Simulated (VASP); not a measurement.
# SiO2 (I-42d) in VASP: a series of runs

The runs below take SiO2 through relaxation of cell and atoms, single point, with PBEsol.

All numbers are computed with VASP 6.6.1; they aren't measurements. Logs are shortened: lines on timing, memory, paths and dates and some standing lists are left out, and cuts for length are marked.

### 1 The cell of the first run

Symmetry: I-42d, No. 122, tetragonal system. Conventional cell: a = 4.927 Å, b = 4.927 Å, c = 7.284 Å, α = 90.00°, β = 90.00°, γ = 90.00°. Within 2.1 Å of Si (site symmetry -4) lie 4 O at 1.61 Å. O (site symmetry 2) has 2 Si at 1.61 Å within 2.1 Å.

### 2 Relaxation of cell and atoms, PBEsol

File INCAR:

```
SYSTEM = SiO2
PREC = Accurate
ENCUT = 600
EDIFF = 1E-6
ISMEAR = 0
SIGMA = 0.01
LREAL = .False.
LASPH = .True.
NELM = 60
ALGO = Normal
ISIF = 3
LWAVE = .False.
LCHARG = .False.
GGA = PS
IBRION = 2
NSW = 80
EDIFFG = -0.001
```

File KPOINTS:

```
regular mesh
0
Gamma
  8 8 8
  0 0 0
```

File POSCAR:

```
SiO2
1.0
   -2.4632700981      2.4632700981      3.6420760765
    2.4632700981     -2.4632700981      3.6420760765
    2.4632700981      2.4632700981     -3.6420760765
Si O
2 4
Direct
    0.0000000000      0.0000000000      0.0000000000
    0.7500000000      0.2500000000      0.5000000000
    0.9741962581      0.6250000000      0.8491962581
    0.3750000000      0.2241962581      0.3491962581
    0.7758037419      0.1250000000      0.1508037419
    0.8750000000      0.0258037419      0.6508037419
```

Potentials or basis: VASP PAW PBE potentials, release 64 (Si, O).

Launch:

```
$ cat potpaw_PBE.64/Si/POTCAR potpaw_PBE.64/O/POTCAR > POTCAR
$ mpirun -np 1 vasp_std > vasp.out
```

OUTCAR:

```text
SYSTEM = SiO2
   PREC = Accurate
   ENCUT = 600
   EDIFF = 1E-6
   ISMEAR = 0
   LREAL = .False.
   LASPH = .True.
   NELM = 60
   ISIF = 3
   GGA = PS
   IBRION = 2
   NSW = 80
   EDIFFG = -0.001

 ion  position               nearest neighbor table
   1  0.000  0.000  0.000-   4 1.61   3 1.61   5 1.61   6 1.61   2 3.06   2 3.06   2 3.06   2 3.06

   2  0.750  0.250  0.500-   3 1.61   4 1.61   5 1.61   6 1.61   1 3.06   1 3.06   1 3.06   1 3.06

   3  0.974  0.625  0.849-   2 1.61   1 1.61
   4  0.375  0.224  0.349-   1 1.61   2 1.61
   5  0.776  0.125  0.151-   1 1.61   2 1.61
   6  0.875  0.026  0.651-   1 1.61   2 1.61

  LATTYP: Found a body centered tetragonal cell.
 ALAT       =     4.9265401962
 C/A-ratio  =     1.4785532773

  Lattice vectors:

 A1 = (  -2.4632700981,   2.4632700981,   3.6420760765)
 A2 = (   2.4632700981,  -2.4632700981,   3.6420760765)
 A3 = (   2.4632700981,   2.4632700981,  -3.6420760765)

Analysis of symmetry for initial positions (statically):
=====================================================================
 Subroutine PRICEL returns:
 Original cell was already a primitive cell.

 Routine SETGRP: Setting up the symmetry group for a
 body centered tetragonal supercell.

 Subroutine GETGRP returns: Found  8 space group operations
 (whereof  4 operations were pure point group operations)
 out of a pool of 16 trial point group operations.

The static configuration has the point symmetry S_4 .
 The point group associated with its full space group is D_2d.

Analysis of symmetry for dynamics (positions and initial velocities):
=====================================================================
 Subroutine PRICEL returns:
 Original cell was already a primitive cell.

 Routine SETGRP: Setting up the symmetry group for a
 body centered tetragonal supercell.

 Subroutine GETGRP returns: Found  8 space group operations
 (whereof  4 operations were pure point group operations)
 out of a pool of 16 trial point group operations.

The dynamic configuration has the point symmetry S_4 .
 The point group associated with its full space group is D_2d.

 Subroutine INISYM returns: Found  8 space group operations
 (whereof  4 operations are pure point group operations),
 and found     1 'primitive' translations

----------------------------------------------------------------------------------------

                                     Primitive cell

  volume of cell :      88.3961

  direct lattice vectors                    reciprocal lattice vectors
    -2.463270098  2.463270098  3.642076076     0.000000000  0.202982207  0.137284337
     2.463270098 -2.463270098  3.642076076     0.202982207  0.000000000  0.137284337
     2.463270098  2.463270098 -3.642076076     0.202982207  0.202982207  0.000000000

  length of vectors
     5.039852905  5.039852905  5.039852905     0.245048496  0.245048496  0.287060190

  position of ions in fractional coordinates (direct lattice)
     0.000000000  0.000000000  0.000000000
     0.750000000  0.250000000  0.500000000
     0.974196258  0.625000000  0.849196258
     0.375000000  0.224196258  0.349196258
     0.775803742  0.125000000  0.150803742
     0.875000000  0.025803742  0.650803742

  ion indices of the primitive-cell ions
   primitive index   ion index
                 1           1
                 2           2
                 3           3
                 4           4
                 5           5
                 6           6

----------------------------------------------------------------------------------------

 KPOINTS: regular mesh

Automatic generation of k-mesh.
 Grid dimensions read from file:
 generate k-points for:    8    8    8

 Generating k-lattice:

  Cartesian coordinates                     Fractional coordinates (reciprocal lattice)
     0.000000000  0.025372776  0.017160542     0.125000000  0.000000000  0.000000000
     0.025372776  0.000000000  0.017160542     0.000000000  0.125000000  0.000000000
     0.025372776  0.025372776  0.000000000     0.000000000  0.000000000  0.125000000

  Length of vectors
     0.030631062  0.030631062  0.035882524

  Shift w.r.t. Gamma in fractional coordinates (k-lattice)
     0.000000000  0.000000000  0.000000000

 Subroutine IBZKPT returns following result:
 ===========================================

 Found     59 irreducible k-points:

 Following reciprocal coordinates:
            Coordinates               Weight
  0.000000  0.000000  0.000000      1.000000
  0.125000  0.000000  0.000000      8.000000
  0.250000  0.000000  0.000000      8.000000
  0.375000  0.000000  0.000000      8.000000
  0.500000  0.000000  0.000000      4.000000
  0.125000  0.125000  0.000000      8.000000
[... 16 lines left out ...]
  0.250000  0.125000  0.125000     16.000000
  0.375000  0.125000  0.125000      8.000000
 [... further k-points ...]
   k-points           NKPTS =     59   k-points in BZ     NKDIM =     59   number of bands    NBANDS=     20
[... 31 lines left out ...]
   EFERMI =   0.00;   METHOD = LEGACY
   ISMEAR =     0;   SIGMA  =   0.01  broadening in eV -4-tet -1-fermi 0-gaus
   EFERMI_NEDOS =   21; number of points for ismear=-14 and -15
   IALGO  =     38    algorithm
   IMIX   =      4    mixing-type and parameters
     AMIX     =   0.40;   BMIX     =  1.00
     AMIX_MAG =   1.60;   BMIX_MAG =  1.00
  volume/ion in A,a.u.               =      14.73        99.42
  Fermi-wavevector in a.u.,A,eV,Ry     =   1.166757  2.204851 18.521913  1.361322
  Thomas-Fermi vector in A             =   2.303266
   LORBIT       =      0    0 simple, 1 ext, 2 COOP (PROOUT), +10 PAW based schemes
   GGA     = PS    functional components
   LHFCALC =     F    Hartree Fock is set to
   AEXX    =    0.0000 exact exchange contribution
   IVDW    =     0    specifies the selected vdW correction
   LEPSILON=     F    determine dielectric tensor
   LRPA    =     F    only Hartree local field effects (RPA)
 conjugate gradient relaxation of ions
 non-spin polarized calculation
 Gauss-broadening in eV      SIGMA  =   0.01
  energy-cutoff  :      600.00
  volume of cell :       88.40
 maximum number of plane-waves:      2978
   NGX = 21   NGY = 21   NGZ = 21

--------------------------------------- Ionic step        1  -------------------------------------------

 number of electron      32.0000009 magnetization

 Free energy of the ion-electron system (eV)
  ---------------------------------------------------
  ext. energy  EPLUGINS =         0.00000000
  ---------------------------------------------------
  free energy    TOTEN  =       -49.34143596 eV

  energy without entropy =      -49.34143596  energy(sigma->0) =      -49.34143596

------------------------ aborting loop because EDIFF is reached ----------------------------------------

  FORCE on cell =-STRESS in cart. coord.  units (eV):
  Direction    XX          YY          ZZ          XY          YZ          ZX
  --------------------------------------------------------------------------------------
  -------------------------------------------------------------------------------------
  Total        2.3150023      2.3150023      2.2690104      0.0000000     -0.0000000      0.0000000
  in kB       41.9593669     41.9593669     41.1257646      0.0000000     -0.0000000      0.0000000
  external PRESSURE =      41.6814995 kB  Pullay stress =       0.0000000 kB
[... 101 lines left out ...]
  FREE ENERGIE OF THE ION-ELECTRON SYSTEM (eV)
  ---------------------------------------------------
  free  energy   TOTEN  =       -49.3695157303 eV

  energy  without entropy=      -49.3695157303  energy(sigma->0) =      -49.36951573

[... ionic steps 4 to 28 ...]

--------------------------------------- Ionic step       29  -------------------------------------------

 number of electron      31.9999996 magnetization

------------------------ aborting loop because EDIFF is reached ----------------------------------------

  FORCE on cell =-STRESS in cart. coord.  units (eV):
  Direction    XX          YY          ZZ          XY          YZ          ZX
  --------------------------------------------------------------------------------------
  -------------------------------------------------------------------------------------
  Total        0.0002623      0.0002623      0.0163992      0.0000000      0.0000000      0.0000000
  in kB        0.0045992      0.0045992      0.2875710      0.0000000      0.0000000      0.0000000
  external PRESSURE =       0.0989231 kB  Pullay stress =       0.0000000 kB
[... 65 lines left out ...]
  energy  without entropy=      -49.3703243773  energy(sigma->0) =      -49.37032438

--------------------------------------- Ionic step       31  -------------------------------------------

 number of electron      31.9999996 magnetization

 Free energy of the ion-electron system (eV)
  ---------------------------------------------------
  ext. energy  EPLUGINS =         0.00000000
  ---------------------------------------------------
  free energy    TOTEN  =       -49.37032516 eV

  energy without entropy =      -49.37032516  energy(sigma->0) =      -49.37032516

 E-fermi :  -0.5054     XC(G=0):  -8.2195

 val. band max:       -0.6073273403   @ k =   0.0000   0.0000   0.0000
 cond. band min:       5.1926294634   @ k =   0.0000   0.0000   0.0000
 fundamental gap:      5.7999568037
 Fermi energy:        -0.5053977421

 k-point     1 :       0.0000    0.0000    0.0000
  band No.  band energies     occupation
      1     -19.6929      2.00000
      2     -17.6261      2.00000
      3     -17.6261      2.00000
      4     -17.5657      2.00000
      5      -9.8437      2.00000
      6      -6.1281      2.00000
[... 12 lines left out ...]
     19       9.7468      0.00000
[... 513 lines left out ...]
      4     -17.6155      2.00000
      5      -8.5472      2.00000
      6      -7.0667      2.00000
[... 12 lines left out ...]
     19       8.9359      0.00000
     20       9.2108      0.00000

 [... further k-points ...]

------------------------ aborting loop because EDIFF is reached ----------------------------------------

  FORCE on cell =-STRESS in cart. coord.  units (eV):
  Direction    XX          YY          ZZ          XY          YZ          ZX
  --------------------------------------------------------------------------------------
  -------------------------------------------------------------------------------------
  Total       -0.0009842     -0.0009842     -0.0009473      0.0000000      0.0000000      0.0000000
  in kB       -0.0172560     -0.0172560     -0.0166097      0.0000000      0.0000000      0.0000000
  external PRESSURE =      -0.0170406 kB  Pullay stress =       0.0000000 kB
[... 21 lines left out ...]
  FREE ENERGIE OF THE ION-ELECTRON SYSTEM (eV)
  ---------------------------------------------------
  free  energy   TOTEN  =       -49.3703251615 eV

  energy  without entropy=      -49.3703251615  energy(sigma->0) =      -49.37032516

 reached required accuracy - stopping structural energy minimisation
```

It took 8.4 min on 1 thread of Intel Xeon 6975P-C (Granite Rapids), shared host; peak memory 0.3 GiB.

Results:

* Free energy: -49.3703 eV
* Relaxed volume: 15.23 Å³/atom
* Relaxed cell: a = 5.092 Å, b = 5.092 Å, c = 5.092 Å, α = 121.35°, β = 121.35°, γ = 87.68°
* Space group after relaxing (to 0.1 Å): I-42d (No. 122)
* Energy gained by relaxing: 4.8 meV/atom
* Ionic steps: 31
* Pressure after relaxing: 0.0 GPa
* Band gap on the k mesh: 5.80 eV

Step by step:
```
step  energy change (eV)  largest force (eV/Å)  pressure (GPa)  volume (Å³)
   1              0.0000                0.2682            4.17        88.40
   2              0.0304                0.4054           -5.38        93.39
   3             -0.0281                0.0185           -0.01        90.40
   4             -0.0281                0.0133            0.08        90.36
   5             -0.0281                0.0121            0.07        90.39
   6             -0.0283                0.0103            0.06        90.48
   7             -0.0285                0.0067            0.04        90.68
   8             -0.0285                0.0003            0.00        91.06
   9             -0.0285                0.0037            0.01        90.90
  10             -0.0287                0.0046           -0.01        90.98
  11             -0.0288                0.0105           -0.11        91.22
  12             -0.0288                0.0046            0.12        91.16
  13             -0.0289                0.0028            0.02        91.18
  14             -0.0289                0.0013            0.03        91.20
  15             -0.0289                0.0000            0.04        91.23
  16             -0.0289                0.0026            0.06        91.30
  17             -0.0289                0.0011            0.04        91.33
  18             -0.0289                0.0014            0.00        91.37
  19             -0.0289                0.0024           -0.02        91.38
  20             -0.0289                0.0021           -0.03        91.38
  21             -0.0289                0.0020           -0.02        91.37
  22             -0.0289                0.0008           -0.01        91.37
  23             -0.0289                0.0007            0.02        91.36
  24             -0.0289                0.0003            0.02        91.36
  25             -0.0289                0.0007            0.01        91.37
  26             -0.0289                0.0008            0.01        91.37
  27             -0.0289                0.0006            0.01        91.37
  28             -0.0289                0.0005            0.01        91.37
  29             -0.0289                0.0005            0.01        91.37
  30             -0.0289                0.0003            0.01        91.37
  31             -0.0289                0.0005            0.00        91.38
```

Final structure:
```
CELL_PARAMETERS angstrom
-2.49400 2.49400 3.67266
2.49400 -2.49400 3.67266
2.49400 2.49400 -3.67266
ATOMIC_POSITIONS crystal
Si 0.00000 0.00000 0.00000
Si 0.75000 0.25000 0.50000
O 0.97072 0.62500 0.84572
O 0.37500 0.22072 0.34572
O 0.77928 0.12500 0.15428
O 0.87500 0.02928 0.65428
```

Levels at points of the mesh, in eV from the valence-band top:
```
           k point  band 13  band 14  band 15  band 16  band 17  band 18  band 19  band 20
(0.00, 0.00, 0.00)    -1.55    -0.68     0.00     0.00     5.80     8.63    10.35    10.35
(0.50, 0.00, 0.00)    -1.50    -0.79    -0.50    -0.14     8.02     8.91     9.59    10.01
(0.50, 0.50, 0.00)    -0.98    -0.98    -0.34    -0.34     8.98     8.98    10.02    10.02
(0.50, 0.50, 0.50)    -1.46    -1.46    -0.33    -0.33     8.78     8.78    10.11    10.11
```

Caveat: the PAW data sets were made with another functional, which shifts forces and pressure a little.

### 3 Single point, PBEsol

This run uses another cell than the first one, of 15.16 Å³/atom.

File INCAR:

```
PREC = Accurate
ENCUT = 520
EDIFF = 1E-6
ISMEAR = 0
SIGMA = 0.02
LREAL = F
LASPH = T
NELM = 60
ALGO = Normal
ISIF = 2
LWAVE = F
LCHARG = F
GGA = PS
NBANDS = 25
```

File KPOINTS:

```
Automatic mesh
0
Gamma
  8 8 8
```

File POSCAR:

```
SiO2
1.0
   -2.4899962649      2.4899962649      3.6686295541
    2.4899962649     -2.4899962649      3.6686295541
    2.4899962649      2.4899962649     -3.6686295541
Si O
2 4
Direct
    0.0000000000      0.0000000000      0.0000000000
    0.7500000000      0.2500000000      0.5000000000
    0.9716518009      0.6250000000      0.8466518009
    0.3750000000      0.2216518009      0.3466518009
    0.7783481991      0.1250000000      0.1533481991
    0.8750000000      0.0283481991      0.6533481991
```

Potentials or basis: VASP PAW PBE potentials, release 64 (Si, O).

Launch:

```
$ cat potpaw_PBE.64/Si/POTCAR potpaw_PBE.64/O/POTCAR > POTCAR
$ mpirun -np 1 vasp_std > vasp.out
```

Run time: 2 min. Hardware: 1 thread of Intel Xeon Platinum 8259CL at 2.50GHz (Skylake/Cascade Lake), shared host; peak memory 0.28 GiB.

The run converged. Its results:

```
Free energy            : -49.3613 eV
Pressure               : 0.5 GPa
Largest force          : 0.022 eV/Å
Band gap on the k mesh : 5.82 eV
```

Forces in eV/Å, atoms in the order of the input:
```
Si   0.000  0.000  0.000
Si   0.000  0.000  0.000
O    0.000  0.022  0.000
O    0.022  0.000  0.000
O    0.000 -0.022  0.000
O   -0.022  0.000  0.000
```

Levels at points of the mesh, in eV from the valence-band top:
```tsv
k point	band 13	band 14	band 15	band 16	band 17	band 18	band 19	band 20
(0.00, 0.00, 0.00)	-1.54	-0.69	0.00	0.00	5.82	8.64	10.40	10.40
(0.50, 0.00, 0.00)	-1.49	-0.79	-0.49	-0.14	8.04	8.92	9.61	10.03
(0.50, 0.50, 0.00)	-0.97	-0.97	-0.34	-0.34	9.01	9.01	10.04	10.04
(0.50, 0.50, 0.50)	-1.47	-1.47	-0.33	-0.33	8.80	8.80	10.10	10.10
```

Caveat: the PAW data sets were made with another functional, which shifts forces and pressure a little. A k mesh can miss the band edges.

### 4 Single point, PBEsol

This run uses another cell than the first one: it holds 12 atoms, not 6.

File INCAR:

```
SYSTEM = SiO2
PREC = Accurate
ENCUT = 520
EDIFF = 1E-6
ISMEAR = 0
SIGMA = 0.05
LREAL = .False.
LASPH = .True.
NELM = 100
ALGO = Normal
ISIF = 2
LWAVE = .False.
LCHARG = .False.
GGA = PS
NBANDS = 44
```

File KPOINTS:

```
Automatic mesh
0
Gamma
  4 4 4
  0 0 0
```

File POSCAR:

```
SiO2
1.0
    0.0000000000     -4.9799925299      0.0000000000
   -4.9799925299      0.0000000000      0.0000000000
    0.0000000000      0.0000000000     -7.3372591083
Si O
4 8
Direct
    0.0000000000      0.0000000000      0.0000000000
    0.5000000000      0.5000000000      0.5000000000
    0.0000000000      0.5000000000      0.2500000000
    0.5000000000      1.0000000000      0.7500000000
    0.9033481991      0.2500000000      0.1250000000
    0.4033481991      0.7500000000      0.6250000000
    0.2500000000      0.4033481991      0.3750000000
    0.7500000000      0.9033481991      0.8750000000
    0.0966518009      0.7500000000      0.1250000000
    0.5966518009      0.2500000000      0.6250000000
    0.7500000000      0.5966518009      0.3750000000
    0.2500000000      0.0966518009      0.8750000000
```

Launch:

```
$ cat potpaw_PBE.64/Si/POTCAR potpaw_PBE.64/O/POTCAR > POTCAR
$ mpirun -np 1 vasp_std > vasp.out
```

Run time: 2 min. Hardware: 1 thread of Intel Xeon Platinum 8259CL at 2.50GHz (Skylake/Cascade Lake), shared host; peak memory 0.32 GiB.

It converged, with:

```
Free energy            : -98.7225 eV
Pressure               : 0.5 GPa
Largest force          : 0.021 eV/Å
Band gap on the k mesh : 5.82 eV
```

Forces on the atoms (eV/Å):
```
Si   0.000  0.000  0.000
Si   0.000  0.000  0.000
Si   0.000  0.000  0.000
Si   0.000  0.000  0.000
O    0.000  0.021  0.000
O    0.000  0.021  0.000
O    0.021  0.000  0.000
O    0.021  0.000  0.000
O    0.000 -0.021  0.000
O    0.000 -0.021  0.000
O   -0.021  0.000  0.000
O   -0.021  0.000  0.000
```

Levels at points of the mesh, in eV from the valence-band top:
| k point | band 30 | band 31 | band 32 | band 33 | band 34 | band 35 |
| --- | --- | --- | --- | --- | --- | --- |
| (0.00, 0.00, 0.00) | -0.33 | 0.00 | 0.00 | 5.82 | 8.64 | 8.80 |
| (0.50, 0.00, 0.00) | -0.66 | -0.16 | -0.16 | 7.83 | 7.83 | 9.28 |
| (0.50, 0.50, 0.00) | -0.34 | -0.34 | -0.34 | 9.01 | 9.01 | 9.01 |
| (0.00, 0.00, 0.50) | -0.19 | -0.19 | -0.19 | 6.93 | 6.93 | 8.97 |
| (0.50, 0.00, 0.50) | -0.49 | -0.14 | -0.14 | 8.04 | 8.04 | 8.92 |
| (0.50, 0.50, 0.50) | -0.44 | -0.44 | -0.44 | 9.26 | 9.26 | 9.26 |

Caveat: the PAW data sets were made with another functional, which shifts forces and pressure a little.

### 5 The runs side by side

| task | cell | k mesh | cutoff (eV) | smearing | gap on the mesh (eV) | pressure (GPa) | largest force (eV/Å) |
| --- | --- | --- | --- | --- | --- | --- | --- |
| relaxation of cell and atoms | relaxed from a = 5.040 Å, angles 121.5, 121.5, 87.5°, 6 atoms, atomic positions A | 8 × 8 × 8 | 600 | gaussian 0.01 eV | 5.80 | 0.0 | - |
| single point | a = 5.085 Å, angles 121.4, 121.4, 87.7°, 6 atoms, atomic positions B | 8 × 8 × 8 | 520 | gaussian 0.02 eV | 5.82 | 0.5 | 0.02 |
| single point | a = 4.980, b = 4.980, c = 7.337 Å, 12 atoms, atomic positions C | 4 × 4 × 4 | 520 | gaussian 0.05 eV | 5.82 | 0.5 | 0.02 |

Alike in all rows: level PBEsol; potentials or basis VASP PAW PBE potentials, release 64 (Si, O); no spin polarisation.

Caveats: the PAW data sets were made with another functional, which shifts forces and pressure a little.

Total energies depend on the potentials used, so only differences within one code and one set of settings carry meaning.
